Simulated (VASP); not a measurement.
Input of a VASP 6.6.1 run:

The input INCAR:

```
SYSTEM = Sb
PREC = Accurate
ENCUT = 520
EDIFF = 1E-7
ISMEAR = -1
SIGMA = 0.05
LREAL = .False.
LASPH = .True.
NELM = 100
ALGO = Normal
ISIF = 2
LWAVE = .False.
LCHARG = .False.
GGA = PE
IBRION = 2
NSW = 60
EDIFFG = -0.01
LUSENCCL = .False.
```

The input KPOINTS:

```
regular mesh
0
Gamma
  9 9 5
  0 0 0
```

The input POSCAR:

```
Sb
1.0
    0.0000000000     -2.3712425200     -2.3712425200
   -2.3712425200      0.0000000000     -2.3712425200
    2.3712425200      2.3712425200     -4.7424850400
Sb
2
Direct
    0.4898204400      0.4577360300      0.5601456900
    0.0101795600      0.0422639700      0.9398543100
```

Potentials or basis: VASP PAW PBE potentials, release 64 (Sb).

The run is started by

```bash
$ cat potpaw_PBE.64/Sb/POTCAR > POTCAR
$ mpirun -np 1 vasp_std > vasp.out
```

**Question.** Estimate the band gap on the k mesh.

**Answer.** Zero (bands 5 and 6 overlap by 6.03 eV).

**Question.** Estimate the energy gained by relaxing.

**Answer.** 191.3 meV/atom.

Forces in eV/Å, atoms in the order of the input:
```
Sb   0.005 -0.001  0.006
Sb  -0.005  0.001 -0.006
```

Caveat: spin-orbit coupling is left out, which moves the levels of the heavy elements.
